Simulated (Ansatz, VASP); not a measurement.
Si7O16 in VASP and in Ansatz

```
CELL_PARAMETERS angstrom
-4.15200 -4.15200 0.00000
4.15200 -4.15200 0.00000
0.00000 0.00000 5.31800
ATOMIC_POSITIONS crystal
Si 0.50000 0.50000 0.99912
Si 0.00000 0.50000 0.25000
Si 0.50000 0.50000 0.50088
Si 0.00000 0.50000 0.75000
Si 0.00000 0.00000 0.00249
Si 0.50000 0.00000 0.75000
Si 0.00000 0.00000 0.49751
O 0.19389 0.50000 0.99820
O 0.00000 0.19655 0.25000
O 0.80611 0.50000 0.99820
O 0.00000 0.80345 0.25000
O 0.19389 0.50000 0.50180
O 0.00000 0.19866 0.75000
O 0.80611 0.50000 0.50180
O 0.00000 0.80134 0.75000
O 0.70634 0.00000 0.98376
O 0.50000 0.68494 0.25000
O 0.29366 0.00000 0.98376
O 0.50000 0.31506 0.25000
O 0.70634 0.00000 0.51624
O 0.50000 0.69422 0.75000
O 0.29366 0.00000 0.51624
O 0.50000 0.30578 0.75000
```

Alike in both runs: functional PBEsol; k mesh 2 × 2 × 2; occupations gaussian, width 0.05 eV; no spin polarisation.

Ansatz relaxed the structure, and its values are those at the end. VASP's run is a single point on that final structure, the one shown.

|  | VASP | Ansatz |
| --- | --- | --- |
| version | VASP 6.6.1 | Ansatz 0.2.0 |
| potentials or method | VASP PAW PBE potentials, release 64 (Si, O), cutoff 520 eV | scalar-relativistic, plane waves, PAW |
| valence electrons in the cell | 124 | 124 |

|  | VASP | Ansatz | Ansatz less VASP |
| --- | --- | --- | --- |
| rms of the force components (eV/Å) | 0.021 | 0.004 | -0.0174 |

VASP's potentials were made for PBE, not for PBEsol, and Ansatz warns of the same on its side. With one functional, cell and mesh, what is left measures potentials, basis and numerics.

The k mesh is coarse, so the values compare programs but aren't converged.
